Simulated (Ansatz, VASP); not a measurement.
One calculation of MgO, two programs

```
Mg O
1.0
     0.00000   -2.13515   -2.13515
     0.00000    2.13515   -2.13515
     4.27030    0.00000    0.00000
Mg O
2 2
Cartesian
  2.1423 0.0000 -2.1351
  -0.0072 0.0000 0.0000
  0.0600 0.0000 -2.1351
  2.0751 0.0000 0.0000
```

Change from the starting cell: mode 12 (519.3 1/cm) frozen in, largest displacement -0.060 Å.

Alike in both runs: task single point; functional PBE; k mesh 8 × 8 × 6; occupations gaussian, width 0.05 eV; no spin polarisation.

|  | VASP | Ansatz |
| --- | --- | --- |
| version | VASP 6.6.1 | Ansatz 0.2.0 |
| potentials or method | VASP PAW PBE potentials, release 64 (Mg, O), cutoff 520 eV | scalar-relativistic, plane waves, PAW |
| valence electrons in the cell | 16 | 32 |

VASP gave:

* gap on the k mesh at the Fermi level (eV): 4.27
* least direct gap on the mesh (eV): 4.27
* pressure (GPa): -2.1
* traceless stress, the component that is largest in VASP (GPa): 0.26
* rms of the force components (eV/Å): 0.402

Problem. Estimate Ansatz's values.

Solution. gap on the k mesh at the Fermi level (eV): 4.29; least direct gap on the mesh (eV): 4.29; pressure (GPa): -1.3; traceless stress, the component that is largest in VASP (GPa): 0.26; rms of the force components (eV/Å): 0.397.

Atom by atom the forces differ by 0.006 eV/Å (rms over components). VASP's potentials hold 16 valence electrons a cell and Ansatz's 32, so a difference there can come from the potentials and not from the codes.
